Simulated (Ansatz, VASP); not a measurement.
# Two plane-wave programs on Ta2C

The input INCAR:

```
  ALGO = Normal
  EDIFF = 1E-6
  ENCUT = 520
  GGA = PS
  ISIF = 2
  ISMEAR = 0
  LASPH = True
  LCHARG = False
  LREAL = False
  LWAVE = False
  NBANDS = 20
  NELM = 80
  PREC = Accurate
  SIGMA = 0.15
```

File KPOINTS:

```
k-points
0
Gamma
  18 18 10
```

File POSCAR:

```
Ta2C
1.0
    2.9405356692      0.0000000000      0.0000000000
   -1.4702678346      2.5465785903      0.0000000000
    0.0000000000      0.0000000000      5.1671342936
Ta C
2 1
Direct
    0.3333333333      0.6666666667      0.2528761934
    0.6666666667      0.3333333333      0.7471238066
    0.0000000000      0.0000000000      0.0000000000
```

Input for Ansatz:

```yaml
crystal:
  lattice:
    - [2.9405356692, 0.0, 0.0]
    - [-1.4702678346, 2.5465785903, 0.0]
    - [0.0, 0.0, 5.1671342936]
  atoms:
    - { symbol: Ta, position: [0.3333333333, 0.6666666667, 0.2528761934] }
    - { symbol: Ta, position: [0.6666666667, 0.3333333333, 0.7471238066] }
    - { symbol: C, position: [0.0, 0.0, 0.0] }
basis:
  ecutwfc: 420
kpoints:
  mp_grid: { grid: [18, 18, 10] }
hamiltonian:
  xc: pbesol
scf:
  occupations: { method: gaussian, width: 0.15 }
output:
  forces: true
  stress: true
  eigenvalues: true
```

Change from the starting cell: strain -0.050 along x and y, +0.050 along z, atoms carried along.

Alike in both runs: task single point; functional PBEsol; k mesh 18 × 18 × 10; occupations gaussian, width 0.15 eV; no spin polarisation.

```csv
,VASP,Ansatz
version,VASP 6.6.1,Ansatz 0.2.0
potentials or method,"VASP PAW PBE potentials, release 64 (Ta_pv, C), cutoff 520 eV","scalar-relativistic, plane waves, PAW"
valence electrons in the cell,26,30
```

VASP gave:

- gap on the k mesh at the Fermi level (eV): none
- pressure (GPa): 18.7
- traceless stress, the component that is largest in VASP (GPa): -27.92
- rms of the force components (eV/Å): 0.114

Task: Estimate Ansatz's values.

Result: gap on the k mesh at the Fermi level (eV): none; pressure (GPa): 17.9; traceless stress, the component that is largest in VASP (GPa): -27.94; rms of the force components (eV/Å): 0.088.

VASP's potentials were made for PBE, not for PBEsol. Atom by atom the forces differ by 0.026 eV/Å (rms over components). A gap of «none» marks a metal or a gap that the smearing closes. VASP's potentials hold 26 valence electrons a cell and Ansatz's 30, so a difference there can come from the potentials and not from the codes.

Spin-orbit coupling is off throughout.
